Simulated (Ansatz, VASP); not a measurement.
# One calculation of CaSe, two programs

The input POSCAR:

```
CaSe
1.0
    0.0000000000      2.9675306062      2.9675306062
    2.9675306062      0.0000000000      2.9675306062
    2.9675306062      2.9675306062      0.0000000000
Ca Se
1 1
Direct
    0.0000000000      0.0000000000      0.0000000000
    0.5000000000      0.5000000000      0.5000000000
```

The input INCAR.step1:

```
PREC = Accurate
ENCUT = 520
ISMEAR = 0
SIGMA = 0.01
LREAL = False
LASPH = True
NELM = 60
NBANDS = 15
GGA = PE
ALGO = Normal
EDIFF = 1E-4
LWAVE = True
LCHARG = False
```

The input INCAR.step2:

```
PREC = Accurate
ENCUT = 520
EDIFF = 1E-6
ISMEAR = 0
SIGMA = 0.01
LREAL = False
LASPH = True
NELM = 60
ALGO = Normal
ISIF = 2
LWAVE = False
LCHARG = False
METAGGA = R2SCAN
LMIXTAU = True
NBANDS = 15
ISTART = 1
```

KPOINTS

```
Automatic mesh
0
Gamma
  8 8 8
```

Input for Ansatz:

```yaml
crystal:
  lattice:
    - [0.0, 2.9675306062, 2.9675306062]
    - [2.9675306062, 0.0, 2.9675306062]
    - [2.9675306062, 2.9675306062, 0.0]
  atoms:
    - { symbol: Ca, position: [0.0, 0.0, 0.0] }
    - { symbol: Se, position: [0.5, 0.5, 0.5] }
kpoints:
  mp_grid: { grid: [8, 8, 8] }
  band_path:
    path:
      - [0.0, 0.0, 0.0]
      - [0.5, 0.0, 0.5]
      - [0.625, 0.25, 0.625]
      - [0.375, 0.375, 0.75]
      - [0.5, 0.5, 0.5]
      - [0.5, 0.25, 0.75]
      - [0.0, 0.5, 0.5]
    npoints: 1
hamiltonian:
  xc: r2scan
scf:
  occupations: { method: fixed }
  n_extra_bands: 4
output:
  forces: true
  stress: true
  eigenvalues: true
  write_density: true
  write_potential: true
  elf: true
  volumetric_format: npy
```

Alike in both runs: task single point; functional r2SCAN; k mesh 8 × 8 × 8; no spin polarisation.

```csv
,VASP,Ansatz
version,VASP 6.6.1,Ansatz 0.2.0
potentials or method,"VASP PAW PBE potentials, release 64 (Ca_sv, Se)","plane waves, PAW"
plane-wave cutoff (eV),520,500
occupations,"gaussian, width 0.01 eV",fixed
valence electrons in the cell,16,26
```

|  | VASP | Ansatz | Ansatz less VASP |
| --- | --- | --- | --- |
| gap on the k mesh at the Fermi level (eV) | 2.52 | 2.52 | +0.001 |
| pressure (GPa) | 0.2 | 0.0 | -0.26 |

VASP's potentials were made for PBE, not for r2SCAN. VASP's potentials hold 16 valence electrons a cell and Ansatz's 26, so a difference there can come from the potentials and not from the codes.
